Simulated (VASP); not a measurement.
Write the native input for VASP 6.6.1 that does the following.

```
Task                   : single point
Functional             : PBE
Potentials or basis    : VASP PAW PBE potentials, release 64 (W_sv, Si)
Cutoff                 : 520 eV
k mesh                 : 15 × 15 × 15
Occupations            : fermi-dirac, width 0.05 eV
Spin                   : no spin polarisation
Dipole correction      : no
Further INCAR settings : ALGO = Normal; EDIFF = 1e-07; NBANDS = 18
```

The structure of Si2W (MoSi2 type) lies in POSCAR:

```
Si2W
1.0
   -1.6144406627      1.6144406627      3.9338054878
    1.6144406627     -1.6144406627      3.9338054878
    1.6144406627      1.6144406627     -3.9338054878
W Si
1 2
Direct
    0.0000000000      0.0000000000      0.0000000000
    0.3345621392      0.3345621392      0.0000000000
   -0.3345621392     -0.3345621392      0.0000000000
```

The input as run:

INCAR

```
SYSTEM = Si2W
PREC = Accurate ; ENCUT = 520
EDIFF = 1E-7 ; ISMEAR = -1
SIGMA = 0.05 ; LREAL = .FALSE.
LASPH = .TRUE. ; NELM = 60
ALGO = Normal ; ISIF = 2
LWAVE = .FALSE. ; LCHARG = .FALSE.
GGA = PE ; NBANDS = 18
```

KPOINTS

```
Automatic mesh
0
G
  15 15 15
  0 0 0
```

Potentials or basis: VASP PAW PBE potentials, release 64 (W_sv, Si).

Run with:

```sh
$ cat potpaw_PBE.64/W_sv/POTCAR potpaw_PBE.64/Si/POTCAR > POTCAR
$ mpirun -np 1 vasp_std > vasp.out
```

Results of the run:

```yaml
Pressure: 0.1 GPa
Band_gap_on_the_k_mesh: zero (band 11 reaches 12.49 eV, above the bottom of band 12 at 11.29 eV)
```

Caveat: spin-orbit coupling is left out, which moves the levels of the heavy elements.

It took 4 min on 1 thread of Intel(R) Xeon(R) Platinum 8375C CPU @ 2.90GHz (Ice Lake), with other jobs on the host, peak memory 0.35 GiB.
